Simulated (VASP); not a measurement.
# ZnWO4 in VASP: further runs

Runs on ZnWO4. Level: PBE. Tasks: single point.

Everything below comes from runs of VASP 6.6.1. Logs are shortened: lines on timing, memory, paths and dates and some standing lists are left out, and cuts for length are marked.

**1. The cell of the first run**

The cell holds a disordered packing, 18 atoms: a = 5.723 Å, b = 6.168 Å, c = 8.309 Å, α = 97.51°, β = 106.46°, γ = 85.92°.

**2. Single point, PBE**

INCAR reads:

```
PREC = Accurate
ENCUT = 520
EDIFF = 1E-7
ISMEAR = 0
SIGMA = 0.02
LREAL = Auto
LASPH = T
NELM = 60
ALGO = Normal
ISIF = 2
LWAVE = F
LCHARG = F
GGA = PE
NBANDS = 90
```

KPOINTS reads:

```
regular mesh
0
Gamma
  4 4 3
```

POSCAR reads:

```
ZnWO4
1.0
    5.6355590000      0.1847410000     -0.9786330000
    0.1646500000      6.1493050000     -0.4569230000
   -0.9447760000     -0.4515150000      8.2430460000
W O Zn
3 12 3
Direct
    0.6270320443      0.7243116428      0.8742152347
    0.6273749701      0.4929999847      0.3746969570
    0.3901896254      0.9399721250      0.2368420698
    0.5123200039      0.4600136826      0.5489869096
    0.1417545395      0.9624351514      0.0535890876
    0.2187538167      0.2186781184      0.7796268372
    0.9422528591      0.4204589345      0.4214361771
    0.5246589884      0.2123822715      0.2506613284
    0.3633595459      0.5988616209      0.1763357296
    0.6482278150      0.8669784987      0.0759888433
    0.7316355421      0.8917025046      0.7504065798
    0.2531707421      0.0162270936      0.4027960689
    0.6728373032      0.7919067004      0.3957879785
    0.2950607518      0.6841564630      0.8058620383
    0.8290737177      0.4902570341      0.9160694131
    0.1893070319      0.4606241355      0.9436553412
    0.0717283598      0.9672183192      0.8019744730
    0.2367926038      0.2855101008      0.5682910623
```

Potentials or basis: VASP PAW PBE potentials, release 64 (W_sv, O, Zn).

Command:

```bash
> cat potpaw_PBE.64/W_sv/POTCAR potpaw_PBE.64/O/POTCAR potpaw_PBE.64/Zn/POTCAR > POTCAR
> mpirun -np 1 vasp_std > vasp.out
```

OUTCAR:

```text
PREC = Accurate
   ENCUT = 520
   EDIFF = 1E-7
   ISMEAR = 0
   LREAL = Auto
   LASPH = T
   NELM = 60
   ISIF = 2
   GGA = PE

 ion  position               nearest neighbor table
   1  0.627  0.724  0.874-  10 1.76  11 1.79  15 1.79  14 1.85
   2  0.627  0.493  0.375-   7 1.77   4 1.79  13 1.86   8 1.93   9 2.04   3 3.19
   3  0.390  0.940  0.237-  12 1.77   5 1.78   8 1.87  13 2.02   9 2.10  10 2.24   2 3.19
   4  0.512  0.460  0.549-   2 1.79  18 2.03
   5  0.142  0.962  0.054-   3 1.78  17 2.02
   6  0.219  0.219  0.780-  17 1.87  18 1.89  16 1.92
   7  0.942  0.420  0.421-   2 1.77  18 1.98
   8  0.525  0.212  0.251-   3 1.87   2 1.93
   9  0.363  0.599  0.176-  16 2.01   2 2.04   3 2.10
  10  0.648  0.867  0.076-   1 1.76   3 2.24
  11  0.732  0.892  0.750-   1 1.79  17 1.95
  12  0.253  0.016  0.403-   3 1.77  18 2.03
  13  0.673  0.792  0.396-   2 1.86   3 2.02
  14  0.295  0.684  0.806-   1 1.85  17 2.09  16 2.12
  15  0.829  0.490  0.916-   1 1.79  16 2.01
  16  0.189  0.461  0.944-   6 1.92  15 2.01   9 2.01  14 2.12
  17  0.072  0.967  0.802-   6 1.87  11 1.95   5 2.02  14 2.09
  18  0.237  0.286  0.568-   6 1.89   7 1.98   4 2.03  12 2.03

  LATTYP: Found a triclinic cell.
 ALAT       =     8.1104284918
 B/A-ratio  =     0.7605584910
 C/A-ratio  =     1.4905867031
 COS(alpha) =     0.0224792782
 COS(beta)  =     0.5477282509
 COS(gamma) =     0.7103657479

  Lattice vectors:

 A1 = (  -5.4709090000,   5.9645640000,   0.5217100000)
 A2 = (   0.1646500000,   6.1493050000,  -0.4569230000)
 A3 = ( -10.3263420000,   0.0820330000,  -6.2857800000)

Analysis of symmetry for initial positions (statically):
=====================================================================
 Subroutine PRICEL returns:
 Original cell was already a primitive cell.

 Routine SETGRP: Setting up the symmetry group for a
 triclinic supercell.

 Subroutine GETGRP returns: Found  1 space group operations
 (whereof  1 operations were pure point group operations)
 out of a pool of  2 trial point group operations.

The static configuration has the point symmetry C_1 .

Analysis of symmetry for dynamics (positions and initial velocities):
=====================================================================
 Subroutine PRICEL returns:
 Original cell was already a primitive cell.

 Routine SETGRP: Setting up the symmetry group for a
 triclinic supercell.

 Subroutine GETGRP returns: Found  1 space group operations
 (whereof  1 operations were pure point group operations)
 out of a pool of  2 trial point group operations.

The dynamic configuration has the point symmetry C_1 .

 Subroutine INISYM returns: Found  1 space group operations
 (whereof  1 operations are pure point group operations),
 and found     1 'primitive' translations

----------------------------------------------------------------------------------------

                                     Primitive cell

  volume of cell :     278.7144

  direct lattice vectors                    reciprocal lattice vectors
     5.635559000  0.184741000 -0.978633000     0.181126973 -0.003320703  0.020577960
     0.164650000  6.149305000 -0.456923000    -0.003878383  0.163355687  0.008503330
    -0.944776000 -0.451515000  8.243046000     0.021288819  0.008660782  0.124228791

  length of vectors
     5.722881881  6.168455255  8.309288468     0.182322406  0.163622825  0.126336912

  position of ions in fractional coordinates (direct lattice)
     0.627032044  0.724311643  0.874215235
     0.627374970  0.492999985  0.374696957
     0.390189625  0.939972125  0.236842070
     0.512320004  0.460013683  0.548986910
     0.141754539  0.962435151  0.053589088
     0.218753817  0.218678118  0.779626837
[... 10 lines left out ...]
     0.071728360  0.967218319  0.801974473
     0.236792604  0.285510101  0.568291062

  ion indices of the primitive-cell ions
   primitive index   ion index
                 1           1
                 2           2
                 3           3
                 4           4
                 5           5
                 6           6
[... 10 lines left out ...]
                17          17
                18          18

----------------------------------------------------------------------------------------

 KPOINTS: regular mesh

Automatic generation of k-mesh.
 Grid dimensions read from file:
 generate k-points for:    4    4    3

 Generating k-lattice:

  Cartesian coordinates                     Fractional coordinates (reciprocal lattice)
     0.045281743 -0.000830176  0.005144490     0.250000000  0.000000000  0.000000000
    -0.000969596  0.040838922  0.002125832     0.000000000  0.250000000 -0.000000000
     0.007096273  0.002886927  0.041409597     0.000000000 -0.000000000  0.333333333

  Length of vectors
     0.045580601  0.040905706  0.042112304

  Shift w.r.t. Gamma in fractional coordinates (k-lattice)
     0.000000000  0.000000000  0.000000000

 Subroutine IBZKPT returns following result:
 ===========================================

 Found     26 irreducible k-points:

 Following reciprocal coordinates:
            Coordinates               Weight
  0.000000  0.000000  0.000000      1.000000
  0.250000  0.000000  0.000000      2.000000
  0.500000  0.000000  0.000000      1.000000
 -0.000000  0.250000  0.000000      2.000000
  0.250000  0.250000  0.000000      2.000000
  0.500000  0.250000  0.000000      2.000000
[... 16 lines left out ...]
  0.000000 -0.250000  0.333333      2.000000
  0.250000 -0.250000  0.333333      2.000000
 [... further k-points ...]
   k-points           NKPTS =     26   k-points in BZ     NKDIM =     26   number of bands    NBANDS=     90
   number of dos      NEDOS =    301   number of ions     NIONS =     18
   total plane-waves  NPLWV = 147456
   dimension x,y,z NGX =    48 NGY =   48 NGZ =   64
   dimension x,y,z NGXF=    96 NGYF=   96 NGZF=  128
   ions per type =               3  12   3
   NGX,Y,Z   is equivalent  to a cutoff of  13.94, 12.94, 12.80 a.u.
   NGXF,Y,Z  is equivalent  to a cutoff of  27.89, 25.87, 25.61 a.u.
 SYSTEM =  unknown system
   PREC   = accura    normal or accurate (medium, high low for compatibility)
   ISTART =      0    job   : 0-new  1-cont  2-samecut
   ICHARG =      2    charge: 1-file 2-atom 10-const
   ISPIN  =      1    spin polarized calculation?
   LNONCOLLINEAR =      F non collinear calculations
   LSORBIT =      F    spin-orbit coupling
   LASPH  =      T    aspherical Exc in radial PAW
   ENCUT  =  520.0 eV  38.22 Ry    6.18 a.u.  10.64 11.47 15.45*2*pi/ulx,y,z
   NELM   =     60;   NELMIN=  2; NELMDL= -5     # of ELM steps
   EDIFF  = 0.1E-06   stopping-criterion for ELM
   LREAL  =      T    real-space projection
   EDIFFG = 0.1E-05   stopping-criterion for IOM
   NSW    =      0    number of steps for IOM
   IBRION =     -1    ionic relax: 0-MD 1-quasi-New 2-CG
   NFREE  =      0    steps in history (QN), initial steepest desc. (CG)
   ISIF   =      2    stress and relaxation
   ISYM   =      2    0-nonsym 1-usesym 2-fastsym
   POTIM  = 0.5000    time-step for ionic-motion
   TEBEG  =    0.0;   TEEND  =   0.0 temperature during run
   PSTRESS=    0.0 pullay stress
   NELECT =     150.0000    total number of electrons
   NUPDOWN=      -1.0000    fix difference up-down
   EMIN   =  10.00;   EMAX   =-10.00  energy-range for DOS
   EFERMI =   0.00;   METHOD = LEGACY
   ISMEAR =     0;   SIGMA  =   0.02  broadening in eV -4-tet -1-fermi 0-gaus
   EFERMI_NEDOS =   21; number of points for ismear=-14 and -15
   IALGO  =     38    algorithm
   IMIX   =      4    mixing-type and parameters
     AMIX     =   0.40;   BMIX     =  1.00
     AMIX_MAG =   1.60;   BMIX_MAG =  1.00
  volume/ion in A,a.u.               =      15.48       104.49
  Fermi-wavevector in a.u.,A,eV,Ry     =   1.331636  2.516427 24.126582  1.773254
  Thomas-Fermi vector in A             =   2.460632
   LORBIT       =      0    0 simple, 1 ext, 2 COOP (PROOUT), +10 PAW based schemes
   GGA     = PE    functional components
   LHFCALC =     F    Hartree Fock is set to
   AEXX    =    0.0000 exact exchange contribution
   IVDW    =     0    specifies the selected vdW correction
   LEPSILON=     F    determine dielectric tensor
   LRPA    =     F    only Hartree local field effects (RPA)
 non-spin polarized calculation
 Gauss-broadening in eV      SIGMA  =   0.02
  energy-cutoff  :      520.00
  volume of cell :      278.71
 maximum number of plane-waves:      7518
 NGX is ok and might be reduce to    48
   NGX = 21   NGY = 23   NGZ = 31

 number of electron     149.9999991 magnetization

 Free energy of the ion-electron system (eV)
  ---------------------------------------------------
  ext. energy  EPLUGINS =         0.00000000
  ---------------------------------------------------
  free energy    TOTEN  =      -134.64351821 eV

  energy without entropy =     -134.64351821  energy(sigma->0) =     -134.64351821

 E-fermi :   0.4012     XC(G=0):  -9.1564

 val. band max:        0.2751692672   @ k =  -0.0000   0.5000   0.3333
 cond. band min:       2.9390865977   @ k =  -0.0000   0.5000   0.0000
 fundamental gap:      2.6639173304
 Fermi energy:         0.4012055018

 k-point     1 :       0.0000    0.0000    0.0000
  band No.  band energies     occupation
      1     -74.3408      2.00000
      2     -74.3016      2.00000
      3     -73.9799      2.00000
      4     -38.7432      2.00000
      5     -38.6846      2.00000
      6     -38.6300      2.00000
[... 79 lines left out ...]
     86       5.7853      0.00000
     87       6.0236      0.00000

 k-point     2 :       0.2500    0.0000    0.0000
  band No.  band energies     occupation
      1     -74.3408      2.00000
      2     -74.3016      2.00000
      3     -73.9799      2.00000
      4     -38.7433      2.00000
      5     -38.6846      2.00000
      6     -38.6300      2.00000
[... 1969 lines left out ...]
     86       5.8190      0.00000
     87       6.0137      0.00000

 k-point    24 :       0.2500   -0.2500    0.3333
  band No.  band energies     occupation
      1     -74.3408      2.00000
      2     -74.3016      2.00000
      3     -73.9799      2.00000
      4     -38.7431      2.00000
      5     -38.6772      2.00000
      6     -38.6331      2.00000
[... 79 lines left out ...]
     86       5.8457      0.00000
     87       6.1861      0.00000

 [... further k-points ...]

 [bands above 87 left out]

------------------------ aborting loop because EDIFF is reached ----------------------------------------

  FORCE on cell =-STRESS in cart. coord.  units (eV):
  Direction    XX          YY          ZZ          XY          YZ          ZX
  --------------------------------------------------------------------------------------
  -------------------------------------------------------------------------------------
  Total        3.4678967      3.0921740      3.6536361      0.2006422     -0.1315516     -0.1671330
  in kB       19.9350494     17.7752241     21.0027645      1.1533825     -0.7562186     -0.9607566
  external PRESSURE =      19.5710127 kB  Pullay stress =       0.0000000 kB

 VOLUME and BASIS-vectors are now :
 -----------------------------------------------------------------------------
  energy-cutoff  :      520.00
  volume of cell :      278.71
      direct lattice vectors                 reciprocal lattice vectors
     5.635559000  0.184741000 -0.978633000     0.181126973 -0.003320703  0.020577960
     0.164650000  6.149305000 -0.456923000    -0.003878383  0.163355687  0.008503330
    -0.944776000 -0.451515000  8.243046000     0.021288819  0.008660782  0.124228791

 POSITION                                       TOTAL-FORCE (eV/Angst)
 -----------------------------------------------------------------------------------
      2.82700      4.17513      6.26161        -0.061193     -0.088689     -0.014855
      3.26278      2.97833      2.24941        -0.265155      0.016759     -0.364334
      2.12994      5.74532      1.14095         0.697549     -0.166104     -0.004496
      2.44428      2.67554      3.81376        -0.007798      0.064808      0.332733
      0.90670      5.92030     -0.13675        -0.371095     -0.065216     -0.298311
      0.53223      1.03312      6.11250         0.062408      0.006200      0.075572
[... 10 lines left out ...]
     -0.19420      5.59887      6.09857        -0.052802      0.051820      0.030905
      0.84456      1.54284      4.32226         0.001991     -0.175375     -0.040591
 -----------------------------------------------------------------------------------
    total drift:                               -0.008210      0.000848      0.001093

  FREE ENERGIE OF THE ION-ELECTRON SYSTEM (eV)
  ---------------------------------------------------
  free  energy   TOTEN  =      -134.6435182112 eV

  energy  without entropy=     -134.6435182112  energy(sigma->0) =     -134.64351821
```

Run time: 20 min. Hardware: 1 thread of Intel Xeon Platinum 8259CL at 2.50GHz (Skylake/Cascade Lake), shared host; peak memory 0.62 GiB.

Results:

```
Free energy            : -134.6435 eV
Pressure               : 2.0 GPa
Largest force          : 0.717 eV/Å
Band gap on the k mesh : 2.66 eV (least direct gap 2.68 eV)
```

Forces on the atoms (eV/Å):
```
W   -0.061 -0.089 -0.015
W   -0.265  0.017 -0.364
W    0.698 -0.166 -0.004
O   -0.008  0.065  0.333
O   -0.371 -0.065 -0.298
O    0.062  0.006  0.076
O    0.385 -0.180  0.153
O    0.034  0.090 -0.013
O   -0.098 -0.029 -0.163
O   -0.053  0.447  0.412
O    0.194  0.269 -0.220
O   -0.327  0.101  0.256
O    0.066  0.229  0.104
O   -0.241 -0.300 -0.479
O    0.044 -0.194  0.021
Zn  -0.008 -0.077  0.213
Zn  -0.053  0.052  0.031
Zn   0.002 -0.175 -0.041
```

Stress tensor (GPa, compression positive):
```
 1.99  0.12 -0.10
 0.12  1.78 -0.08
-0.10 -0.08  2.10
```

Caveat: spin-orbit coupling is left out, which moves the levels of the heavy elements.

**3. Single point, PBE**

This run uses another cell than the first one, of 13.04 Å³/atom.

INCAR reads:

```
SYSTEM = ZnWO4
PREC = Accurate
ENCUT = 1000
EDIFF = 1E-6
ISMEAR = -1
SIGMA = 0.05
LREAL = Auto
LASPH = .TRUE.
NELM = 120
ALGO = Normal
ISIF = 2
LWAVE = .FALSE.
LCHARG = .FALSE.
GGA = PE
NBANDS = 90
ISYM = 0
GGA_COMPAT = .FALSE.
```

KPOINTS reads:

```
Automatic mesh
0
G
  1 1 1
  0 0 0
```

POSCAR reads:

```
ZnWO4
1.0
    6.3295770000      0.1311510000     -0.0352210000
    0.1311510000      5.9276150000     -0.0312300000
   -0.0352210000     -0.0312300000      6.2590500000
W O Zn
3 12 3
Direct
    0.6964463757      0.6365833600      0.8275604183
    0.6453424695      0.5127189003      0.3131781690
    0.3684946363      0.9626405955      0.2523622619
    0.6473588148      0.3899233401      0.5825871228
    0.2313112103      0.0696755669      1.0149097675
    0.9962031922      0.4100924716      0.7991780638
    0.9278035753      0.5362075059      0.3042594212
    0.5475206746      0.1772400503      0.2906072699
    0.3340632499      0.5925918593      0.2442883002
    0.6100572638      0.8115440225      0.0639174230
    0.8799267169      0.8459572037      0.7584975583
    0.1780509631      0.0428460999      0.4627520497
    0.6042251432      0.7908603013      0.4576726470
    0.3888756660      0.6455837319      0.7610068892
    0.6832547012      0.3974921244      0.0107530045
    0.2229873394      0.4401472244      0.9964874278
    0.1799932327      0.8943957968      0.7425947264
    0.1072426152      0.4493443818      0.5309149499
```

Potentials or basis: VASP PAW PBE potentials, release 64 (W_sv, O_h, Zn).

Command:

```bash
> cat potpaw_PBE.64/W_sv/POTCAR potpaw_PBE.64/O_h/POTCAR potpaw_PBE.64/Zn/POTCAR > POTCAR
> mpirun -np 1 vasp_gam > vasp.out
```

It took 85 s on 1 thread of Intel Xeon 6975P-C (Granite Rapids), shared host; peak memory 0.63 GiB.

It converged, with:

```yaml
Free_energy: -130.9586 eV
Pressure: 3.8 GPa
Largest_force: 1.932 eV/Å
```

Forces in eV/Å, atoms in the order of the input:
```
W   -0.114  0.185 -1.920
W   -0.041 -0.527  1.606
W    0.923 -1.114  1.211
O    0.484 -0.008 -0.414
O    0.374  0.012 -0.226
O   -0.313  0.230  0.109
O    0.685  0.337 -0.601
O   -0.385  0.611 -0.325
O   -0.103  0.786 -0.078
O   -0.060 -0.133 -0.231
O    0.061 -0.012  0.060
O    0.552 -0.121 -0.172
O   -0.952  0.179 -0.612
O   -0.772  0.464  0.533
O   -0.367 -0.991  1.450
Zn  -0.492  0.341 -0.291
Zn  -0.190  0.064  0.163
Zn   0.710 -0.303 -0.261
```

Stress tensor (GPa, compression positive):
```
 1.70  2.17  0.13
 2.17  0.97 -0.87
 0.13 -0.87  8.59
```

Levels at points of the mesh, in eV from the Fermi level:
```csv
k point,band 72,band 73,band 74,band 75,band 76,band 77,band 78,band 79
"(0.00, 0.00, 0.00)",-1.73,-1.65,-1.48,-1.34,1.58,1.66,1.74,1.83
```

Caveat: the k points lie up to 1.06 Å⁻¹ apart, too coarse for converged energies, forces and pressures; the atoms stand as in a frame of molecular dynamics; spin-orbit coupling is left out, which moves the levels of the heavy elements.
